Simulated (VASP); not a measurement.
# Mg (I4/mmm) in VASP: a series of runs, part 2 of 2

VASP 6.6.1.

**3. Electric field gradients, PBE (zz strain of +2 %)**

INCAR reads:

```
PREC = Accurate ; ENCUT = 520
EDIFF = 1E-8 ; ISMEAR = -1
SIGMA = 0.05 ; LREAL = F
LASPH = T ; NELM = 80
ALGO = Normal ; ISIF = 2
LWAVE = F ; LCHARG = F
GGA = PE ; LEFG = T
NBANDS = 7
```

KPOINTS reads:

```
regular mesh
0
Gamma
  16 16 16
```

POSCAR reads:

```
Mg
1.0
   -1.4765000000      1.4765000000      1.5060300000
    1.4765000000     -1.4765000000      1.5060300000
    1.4765000000      1.4765000000     -1.5060300000
Mg
1
Direct
    0.0000000000      0.0000000000      0.0000000000
```

Potentials or basis: VASP PAW PBE potentials, release 64 (Mg).

Started as:

```
> cat potpaw_PBE.64/Mg/POTCAR > POTCAR
> mpirun -np 1 vasp_std > vasp.out
```

OUTCAR:

```text
PREC = Accurate
   ENCUT = 520
   EDIFF = 1E-8
   ISMEAR = -1
   LREAL = F
   LASPH = T
   NELM = 80
   ISIF = 2
   GGA = PE

 ion  position               nearest neighbor table
   1  0.000  0.000  0.000-

  LATTYP: Found a body centered tetragonal cell.
 ALAT       =     2.9530000000
 C/A-ratio  =     1.0200000000

  Lattice vectors:

 A1 = (  -1.4765000000,   1.4765000000,   1.5060300000)
 A2 = (   1.4765000000,  -1.4765000000,   1.5060300000)
 A3 = (   1.4765000000,   1.4765000000,  -1.5060300000)

Analysis of symmetry for initial positions (statically):
=====================================================================
 Subroutine PRICEL returns:
 Original cell was already a primitive cell.

 Routine SETGRP: Setting up the symmetry group for a
 body centered tetragonal supercell.

 Subroutine GETGRP returns: Found 16 space group operations
 (whereof 16 operations were pure point group operations)
 out of a pool of 16 trial point group operations.

The static configuration has the point symmetry D_4h.

Analysis of symmetry for dynamics (positions and initial velocities):
=====================================================================
 Subroutine PRICEL returns:
 Original cell was already a primitive cell.

 Routine SETGRP: Setting up the symmetry group for a
 body centered tetragonal supercell.

 Subroutine GETGRP returns: Found 16 space group operations
 (whereof 16 operations were pure point group operations)
 out of a pool of 16 trial point group operations.

The dynamic configuration has the point symmetry D_4h.

 Subroutine INISYM returns: Found 16 space group operations
 (whereof 16 operations are pure point group operations),
[... 151 lines left out ...]
      2      23.5109      0.00000
      3      23.5109      0.00000
      4      24.0797      0.00000
      5      26.0812      0.00000
      6      26.7126      0.00000
      7      27.8617      0.00000
[... 221 lines left out ...]
 k-point    24 :      -0.0625    0.0625    0.0000
  band No.  band energies     occupation
      1      -3.1922      2.00000
      2      22.7523      0.00000
      3      22.7556      0.00000
      4      23.3311      0.00000
      5      25.2768      0.00000
      6      25.6458      0.00000
      7      28.8853      0.00000

 [... further k-points ...]

------------------------ aborting loop because EDIFF is reached ----------------------------------------

  FORCE on cell =-STRESS in cart. coord.  units (eV):
  Direction    XX          YY          ZZ          XY          YZ          ZX
  --------------------------------------------------------------------------------------
  -------------------------------------------------------------------------------------
  Total        4.8728155      4.8728155      4.7501011      0.0000000      0.0000000      0.0000000
  in kB      594.4701259    594.4701259    579.4993018      0.0000000      0.0000000      0.0000000
  external PRESSURE =     589.4798512 kB  Pullay stress =       0.0000000 kB

 VOLUME and BASIS-vectors are now :
 -----------------------------------------------------------------------------
  energy-cutoff  :      520.00
  volume of cell :       13.13
      direct lattice vectors                 reciprocal lattice vectors
    -1.476500000  1.476500000  1.506030000     0.000000000  0.338638673  0.331998699
     1.476500000 -1.476500000  1.506030000     0.338638673  0.000000000  0.331998699
     1.476500000  1.476500000 -1.506030000     0.338638673  0.338638673  0.000000000

 POSITION                                       TOTAL-FORCE (eV/Angst)
 -----------------------------------------------------------------------------------
      0.00000      0.00000      0.00000         0.000000     -0.000000      0.000000
 -----------------------------------------------------------------------------------
    total drift:                                0.000000      0.000000     -0.000000

  FREE ENERGIE OF THE ION-ELECTRON SYSTEM (eV)
  ---------------------------------------------------
  free  energy   TOTEN  =        -0.3488829282 eV

  energy  without entropy=       -0.3464861535  energy(sigma->0) =       -0.34768454

 Electric field gradients (V/A^2)
---------------------------------------------------------------------
 ion       V_xx      V_yy      V_zz      V_xy      V_xz      V_yz
---------------------------------------------------------------------
   1      -0.627    -0.627     1.254    -0.000    -0.000    -0.000
---------------------------------------------------------------------

 Electric field gradients after diagonalization (V/A^2)
 (convention: |V_zz| > |V_xx| > |V_yy|)
----------------------------------------------------------------------
 ion       V_xx      V_yy      V_zz     asymmetry (V_yy - V_xx)/ V_zz
----------------------------------------------------------------------
   1      -0.627    -0.627     1.254       0.000
----------------------------------------------------------------------

           NMR quadrupolar parameters

 Cq : quadrupolar parameter    Cq=e*Q*V_zz/h
 eta: asymmetry parameters     (V_yy - V_xx)/ V_zz
 Q  : nuclear electric quadrupole moment in mb (millibarn)
----------------------------------------------------------------------
 ion       Cq(MHz)       eta       Q (mb)
----------------------------------------------------------------------
   1       0.003       0.000       1.000
----------------------------------------------------------------------
```

OSZICAR:

```text
N       E                     dE             d eps       ncg     rms          rms(c)
DAV:   1     0.582678748865E+00    0.58268E+00   -0.92457E+02  5565   0.205E+02
DAV:   2    -0.380343718257E+00   -0.96302E+00   -0.93948E+00  6853   0.145E+01
DAV:   3    -0.382909894557E+00   -0.25662E-02   -0.25654E-02  5705   0.847E-01
DAV:   4    -0.382913874350E+00   -0.39798E-05   -0.39793E-05  7126   0.245E-02
DAV:   5    -0.382913879272E+00   -0.49221E-08   -0.53041E-08  5859   0.594E-04    0.761E-01
DAV:   6    -0.362303449144E+00    0.20610E-01   -0.32912E-04  5901   0.119E-01    0.486E-01
DAV:   7    -0.349035050128E+00    0.13268E-01   -0.61933E-04  5530   0.179E-01    0.199E-02
DAV:   8    -0.348894630745E+00    0.14042E-03   -0.20289E-05  6020   0.268E-02    0.572E-03
DAV:   9    -0.348882644264E+00    0.11986E-04   -0.40989E-06  5691   0.115E-02    0.743E-04
DAV:  10    -0.348882889243E+00   -0.24498E-06   -0.67409E-08  5719   0.156E-03    0.529E-05
DAV:  11    -0.348882924970E+00   -0.35727E-07   -0.31991E-10  4060   0.117E-04    0.139E-05
DAV:  12    -0.348882928220E+00   -0.32500E-08   -0.18481E-11  2821   0.259E-05
   1 F= -.34888293E+00 E0= -.34768454E+00  d E =-.239677E-02
```

Run time: 20 s. Hardware: 1 thread of Intel Xeon Platinum 8375C at 2.90GHz (Ice Lake), shared host; peak memory 0.15 GiB.

Results:

- Free energy: -0.3489 eV
- Pressure: 58.9 GPa
- Band gap on the k mesh: zero (bands 1 and 2 overlap by 4.73 eV)
- Largest electric field gradient by atom: Mg +1.3 V/Å²

Levels at points of the mesh, in eV from the Fermi level:
```
           k point  band 1  band 2  band 3  band 4  band 5  band 6
(0.00, 0.00, 0.00)   -9.73   17.11   17.11   17.68   19.68   20.31
(0.50, 0.00, 0.00)   -2.35   -0.96   10.95   14.62   15.05   17.23
(0.50, 0.50, 0.00)   -2.21   -0.82   10.46   14.15   14.52   17.25
(0.50, 0.50, 0.50)    3.77    4.06    5.62    6.30    6.30   15.32
```

Electric field gradients, principal values (V/Å²):
```
atom   least  middle  greatest (by size)
1 Mg  -0.627  -0.627               1.254
```

Caveat: the cell differs from its parent crystal (zz strain of +2 %); the cell stands under pressure; without QUAD_EFG the Cq values of the log hold for a quadrupole moment of 1 mb, not for the nuclei.

**4. Electric field gradients, PBE (zz strain of +2 %)**

INCAR reads:

```
SYSTEM = Mg
PREC = Accurate
ENCUT = 520
EDIFF = 1E-8
ISMEAR = -1
SIGMA = 0.05
LREAL = .FALSE.
LASPH = .TRUE.
NELM = 60
ALGO = Normal
ISIF = 2
LWAVE = .FALSE.
LCHARG = .FALSE.
GGA = PE
LEFG = .TRUE.
NBANDS = 7
```

KPOINTS reads:

```
regular mesh
0
G
  16 16 16
  0 0 0
```

POSCAR is that of step 3.

Potentials or basis: VASP PAW PBE potentials, release 64 (Mg).

Started as:

```
> cat potpaw_PBE.64/Mg/POTCAR > POTCAR
> mpirun -np 1 vasp_std > vasp.out
```

OUTCAR:

```text
SYSTEM = Mg
   PREC = Accurate
   ENCUT = 520
   EDIFF = 1E-8
   ISMEAR = -1
   LREAL = .FALSE.
   LASPH = .TRUE.
   NELM = 60
   ISIF = 2
   GGA = PE

 ion  position               nearest neighbor table
   1  0.000  0.000  0.000-

  LATTYP: Found a body centered tetragonal cell.
 ALAT       =     2.9530000000
 C/A-ratio  =     1.0200000000

  Lattice vectors:

 A1 = (  -1.4765000000,   1.4765000000,   1.5060300000)
 A2 = (   1.4765000000,  -1.4765000000,   1.5060300000)
 A3 = (   1.4765000000,   1.4765000000,  -1.5060300000)

Analysis of symmetry for initial positions (statically):
=====================================================================
 Subroutine PRICEL returns:
 Original cell was already a primitive cell.

 Routine SETGRP: Setting up the symmetry group for a
 body centered tetragonal supercell.

 Subroutine GETGRP returns: Found 16 space group operations
 (whereof 16 operations were pure point group operations)
 out of a pool of 16 trial point group operations.

The static configuration has the point symmetry D_4h.

Analysis of symmetry for dynamics (positions and initial velocities):
=====================================================================
 Subroutine PRICEL returns:
 Original cell was already a primitive cell.

 Routine SETGRP: Setting up the symmetry group for a
 body centered tetragonal supercell.

 Subroutine GETGRP returns: Found 16 space group operations
 (whereof 16 operations were pure point group operations)
 out of a pool of 16 trial point group operations.

The dynamic configuration has the point symmetry D_4h.

 Subroutine INISYM returns: Found 16 space group operations
 (whereof 16 operations are pure point group operations),
 and found     1 'primitive' translations

----------------------------------------------------------------------------------------

                                     Primitive cell

  volume of cell :      13.1329

  direct lattice vectors                    reciprocal lattice vectors
    -1.476500000  1.476500000  1.506030000     0.000000000  0.338638673  0.331998699
     1.476500000 -1.476500000  1.506030000     0.338638673  0.000000000  0.331998699
     1.476500000  1.476500000 -1.506030000     0.338638673  0.338638673  0.000000000

  length of vectors
     2.574535077  2.574535077  2.574535077     0.474235476  0.474235476  0.478907403

  position of ions in fractional coordinates (direct lattice)
     0.000000000  0.000000000  0.000000000

  ion indices of the primitive-cell ions
   primitive index   ion index
                 1           1

----------------------------------------------------------------------------------------

 KPOINTS: regular mesh

Automatic generation of k-mesh.
 Grid dimensions read from file:
 generate k-points for:   16   16   16

 Generating k-lattice:

[... 64 lines left out ...]
   NSW    =      0    number of steps for IOM
   IBRION =     -1    ionic relax: 0-MD 1-quasi-New 2-CG
   NFREE  =      0    steps in history (QN), initial steepest desc. (CG)
   ISIF   =      2    stress and relaxation
   ISYM   =      2    0-nonsym 1-usesym 2-fastsym
   POTIM  = 0.5000    time-step for ionic-motion
   TEBEG  =    0.0;   TEEND  =   0.0 temperature during run
   PSTRESS=    0.0 pullay stress
   NELECT =       2.0000    total number of electrons
   NUPDOWN=      -1.0000    fix difference up-down
   EMIN   =  10.00;   EMAX   =-10.00  energy-range for DOS
   EFERMI =   0.00;   METHOD = LEGACY
   ISMEAR =    -1;   SIGMA  =   0.05  broadening in eV -4-tet -1-fermi 0-gaus
   EFERMI_NEDOS =   21; number of points for ismear=-14 and -15
   IALGO  =     38    algorithm
   IMIX   =      4    mixing-type and parameters
     AMIX     =   0.40;   BMIX     =  1.00
     AMIX_MAG =   1.60;   BMIX_MAG =  1.00
  volume/ion in A,a.u.               =      13.13        88.63
  Fermi-wavevector in a.u.,A,eV,Ry     =   0.874241  1.652077 10.398904  0.764298
  Thomas-Fermi vector in A             =   1.993745
   LORBIT       =      0    0 simple, 1 ext, 2 COOP (PROOUT), +10 PAW based schemes
   GGA     = PE    functional components
   LHFCALC =     F    Hartree Fock is set to
   AEXX    =    0.0000 exact exchange contribution
   IVDW    =     0    specifies the selected vdW correction
   LEPSILON=     F    determine dielectric tensor
   LRPA    =     F    only Hartree local field effects (RPA)
 non-spin polarized calculation
  energy-cutoff  :      520.00
  volume of cell :       13.13
 maximum number of plane-waves:       370
   NGX =  9   NGY =  9   NGZ =  9

 number of electron       2.0000000 magnetization

 Free energy of the ion-electron system (eV)
  ---------------------------------------------------
  ext. energy  EPLUGINS =         0.00000000
  ---------------------------------------------------
  free energy    TOTEN  =        -0.34888293 eV

  energy without entropy =       -0.34648615  energy(sigma->0) =       -0.34768454

 E-fermi :   6.4005     XC(G=0): -10.4186

 val. band max:        6.3212061069   @ k =   0.3125   0.2500   0.1875
 cond. band min:       6.4036370949   @ k =   0.3750   0.1875   0.0625
 fundamental gap:      0.0824309880
 Fermi energy:         6.4005029194

 k-point     1 :       0.0000    0.0000    0.0000
  band No.  band energies     occupation
      1      -3.3283      2.00000
      2      23.5109      0.00000
      3      23.5109      0.00000
      4      24.0797      0.00000
      5      26.0812      0.00000
      6      26.7126      0.00000
      7      27.8617      0.00000
[... 221 lines left out ...]
 k-point    24 :      -0.0625    0.0625    0.0000
  band No.  band energies     occupation
      1      -3.1922      2.00000
      2      22.7523      0.00000
      3      22.7556      0.00000
      4      23.3311      0.00000
      5      25.2768      0.00000
      6      25.6458      0.00000
      7      28.8853      0.00000

 [... further k-points ...]

------------------------ aborting loop because EDIFF is reached ----------------------------------------

  FORCE on cell =-STRESS in cart. coord.  units (eV):
  Direction    XX          YY          ZZ          XY          YZ          ZX
  --------------------------------------------------------------------------------------
  -------------------------------------------------------------------------------------
  Total        4.8728155      4.8728155      4.7501011      0.0000000      0.0000000      0.0000000
  in kB      594.4701259    594.4701259    579.4993018      0.0000000      0.0000000      0.0000000
  external PRESSURE =     589.4798512 kB  Pullay stress =       0.0000000 kB

 VOLUME and BASIS-vectors are now :
 -----------------------------------------------------------------------------
  energy-cutoff  :      520.00
  volume of cell :       13.13
      direct lattice vectors                 reciprocal lattice vectors
    -1.476500000  1.476500000  1.506030000     0.000000000  0.338638673  0.331998699
     1.476500000 -1.476500000  1.506030000     0.338638673  0.000000000  0.331998699
     1.476500000  1.476500000 -1.506030000     0.338638673  0.338638673  0.000000000

 POSITION                                       TOTAL-FORCE (eV/Angst)
 -----------------------------------------------------------------------------------
      0.00000      0.00000      0.00000         0.000000     -0.000000      0.000000
 -----------------------------------------------------------------------------------
    total drift:                                0.000000      0.000000     -0.000000

  FREE ENERGIE OF THE ION-ELECTRON SYSTEM (eV)
  ---------------------------------------------------
  free  energy   TOTEN  =        -0.3488829282 eV

  energy  without entropy=       -0.3464861535  energy(sigma->0) =       -0.34768454

 Electric field gradients (V/A^2)
---------------------------------------------------------------------
 ion       V_xx      V_yy      V_zz      V_xy      V_xz      V_yz
---------------------------------------------------------------------
   1      -0.627    -0.627     1.254    -0.000    -0.000    -0.000
---------------------------------------------------------------------

 Electric field gradients after diagonalization (V/A^2)
 (convention: |V_zz| > |V_xx| > |V_yy|)
----------------------------------------------------------------------
 ion       V_xx      V_yy      V_zz     asymmetry (V_yy - V_xx)/ V_zz
----------------------------------------------------------------------
   1      -0.627    -0.627     1.254       0.000
----------------------------------------------------------------------

           NMR quadrupolar parameters

 Cq : quadrupolar parameter    Cq=e*Q*V_zz/h
 eta: asymmetry parameters     (V_yy - V_xx)/ V_zz
 Q  : nuclear electric quadrupole moment in mb (millibarn)
----------------------------------------------------------------------
 ion       Cq(MHz)       eta       Q (mb)
----------------------------------------------------------------------
   1       0.003       0.000       1.000
----------------------------------------------------------------------
```

OSZICAR:

```text
N       E                     dE             d eps       ncg     rms          rms(c)
DAV:   1     0.582678748865E+00    0.58268E+00   -0.92457E+02  5565   0.205E+02
DAV:   2    -0.380343718257E+00   -0.96302E+00   -0.93948E+00  6853   0.145E+01
DAV:   3    -0.382909894557E+00   -0.25662E-02   -0.25654E-02  5705   0.847E-01
DAV:   4    -0.382913874350E+00   -0.39798E-05   -0.39793E-05  7126   0.245E-02
DAV:   5    -0.382913879272E+00   -0.49221E-08   -0.53041E-08  5859   0.594E-04    0.761E-01
DAV:   6    -0.362303449144E+00    0.20610E-01   -0.32912E-04  5901   0.119E-01    0.486E-01
DAV:   7    -0.349035050128E+00    0.13268E-01   -0.61933E-04  5530   0.179E-01    0.199E-02
DAV:   8    -0.348894630745E+00    0.14042E-03   -0.20289E-05  6020   0.268E-02    0.572E-03
DAV:   9    -0.348882644264E+00    0.11986E-04   -0.40989E-06  5691   0.115E-02    0.743E-04
DAV:  10    -0.348882889243E+00   -0.24498E-06   -0.67409E-08  5719   0.156E-03    0.529E-05
DAV:  11    -0.348882924970E+00   -0.35727E-07   -0.31991E-10  4060   0.117E-04    0.139E-05
DAV:  12    -0.348882928220E+00   -0.32500E-08   -0.18481E-11  2821   0.259E-05
   1 F= -.34888293E+00 E0= -.34768454E+00  d E =-.239677E-02
```

Run time: 21 s. Hardware: 1 thread of Intel Xeon Platinum 8375C at 2.90GHz (Ice Lake), shared host; peak memory 0.15 GiB.

What came out:

```yaml
Free_energy: -0.3489 eV
Pressure: 58.9 GPa
Band_gap_on_the_k_mesh: zero (bands 1 and 2 overlap by 4.73 eV)
Largest_electric_field_gradient_by_atom: Mg +1.3 V/Å²
```

Stress tensor (GPa, compression positive):
```
59.45  0.00  0.00
 0.00 59.45  0.00
 0.00  0.00 57.95
```

Electric field gradients, principal values (V/Å²):
| atom | least | middle | greatest (by size) |
| --- | --- | --- | --- |
| 1 Mg | -0.627 | -0.627 | 1.254 |

Caveat: the cell differs from its parent crystal (zz strain of +2 %); the cell stands under pressure; without QUAD_EFG the Cq values of the log hold for a quadrupole moment of 1 mb, not for the nuclei.

The gap in the log of VASP goes by the Fermi energy; the results here count the filled bands.